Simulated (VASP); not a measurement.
Wanted: the native input for a VASP 6.6.1 run.

```yaml
Task: single point
Functional: LDA
Potentials_or_basis: VASP PAW LDA potentials, release 64 (Cd, Te)
Cutoff: 520 eV
k_mesh: 7 × 5 × 7
Occupations: fermi-dirac, width 0.02 eV
Spin: no spin polarisation
Dipole_correction: no
Further_INCAR_settings: ALGO = Normal; EDIFF = 1e-06; NBANDS = 26
```

The structure of CdTe (zincblende type) lies in POSCAR:

```
CdTe
1.0
   -3.2036917475      3.2036917475      0.0000000000
    0.0000000000      0.0000000000      6.4073834950
    3.2036917475      3.2036917475      0.0000000000
Cd Te
2 2
Direct
    0.0000000000      0.0000000000      0.0000000000
    0.5000000000      0.5000000000      0.5000000000
    0.0000000000      0.2500000000      0.5000000000
    0.5000000000      0.7500000000      0.0000000000
```

The input as run:

INCAR

```
PREC = Accurate ; ENCUT = 520
EDIFF = 1E-6 ; ISMEAR = -1
SIGMA = 0.02 ; LREAL = False
LASPH = True ; NELM = 80
ALGO = Normal ; ISIF = 2
LWAVE = False ; LCHARG = False
NBANDS = 26
```

KPOINTS

```
Automatic mesh
0
Gamma
  7 5 7
```

Potentials or basis: VASP PAW LDA potentials, release 64 (Cd, Te).

Launch:

```console
$ cat potpaw_LDA.64/Cd/POTCAR potpaw_LDA.64/Te/POTCAR > POTCAR
$ mpirun -np 1 vasp_std > vasp.out
```

It gave:

| Quantity | Value |
| --- | --- |
| Pressure | 0.3 GPa |
| Band gap on the k mesh | 0.66 eV |

Caveat: spin-orbit coupling is left out, which moves the levels of the heavy elements.

Run time: 28 s on 1 thread of Intel(R) Xeon(R) 6975P-C (Granite Rapids), on a shared host, peak memory 0.25 GiB.
